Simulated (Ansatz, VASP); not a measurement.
**Zn in VASP and in Ansatz**

```
Zn
1.0
     2.66480   -0.02665   -0.02665
    -1.35548    2.32111   -0.00975
    -0.04947   -0.04947    4.94670
Zn
2
Direct
  0.33333 0.66667 0.25000
  0.66667 0.33333 0.75000
```

Change from the starting cell: equal xy, yz and zx shear strains of -2 %, PAW files.

Alike in both runs: task electric field gradients; functional PBE; k mesh 18 × 18 × 8; occupations fermi-dirac, width 0.03 eV; no spin polarisation.

|  | VASP | Ansatz |
| --- | --- | --- |
| version | VASP 6.6.1 | Ansatz 0.2.0 |
| potentials or method | VASP PAW PBE potentials, release 64 (Zn) | PAW with Ansatz's default frozen-core files, scalar-relativistic |
| plane-wave cutoff (eV) | 520 | 420 |
| valence electrons in the cell | 24 | 24 |

```csv
,VASP,Ansatz,Ansatz less VASP
pressure (GPa),0.1,-0.2,-0.33
"traceless stress, the component that is largest in VASP (GPa)",0.94,0.93,-0.008
rms of the force components (eV/Å),0.003,0.004,+0.0008
size of Vzz on the site where it differs most (V/Å²),35.3,35.1,-0.26
```

Atom by atom the forces differ by 0.001 eV/Å (rms over components).
